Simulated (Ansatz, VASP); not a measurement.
**Two plane-wave programs on ZnSe**

```xyz
2
Lattice="0.0000 2.8338 2.8338 2.8338 0.0000 2.8338 2.8338 2.8338 0.0000" Properties=species:S:1:pos:R:3 pbc="T T T"
Se    4.2507    4.2507    4.2507
Zn    0.0000    0.0000    0.0000
```

Alike in both runs: functional r2SCANh; k mesh 5 × 5 × 5; occupations fermi-dirac, width 0.05 eV; no spin polarisation.

|  | VASP | Ansatz |
| --- | --- | --- |
| version | VASP 6.6.1 | Ansatz 0.2.0 |
| potentials or method | VASP PAW PBE potentials, release 64 (Se, Zn) | Ansatz PAW |
| plane-wave cutoff (eV) | 520 | 500 |
| valence electrons in the cell | 18 | 28 |
| task | single point | band structure |

Ansatz gave:

| Quantity | Value |
| --- | --- |
| gap on the k mesh at the Fermi level (eV) | 2.48 |
| least direct gap on the mesh (eV) | 2.48 |
| pressure (GPa) | -0.1 |

Q: What did VASP give for the same quantities?

A: gap on the k mesh at the Fermi level (eV): 2.49; least direct gap on the mesh (eV): 2.49; pressure (GPa): -0.1.

VASP's potentials were made for PBE, not for r2SCANh. VASP's potentials hold 18 valence electrons a cell and Ansatz's 28, so a difference there can come from the potentials and not from the codes.
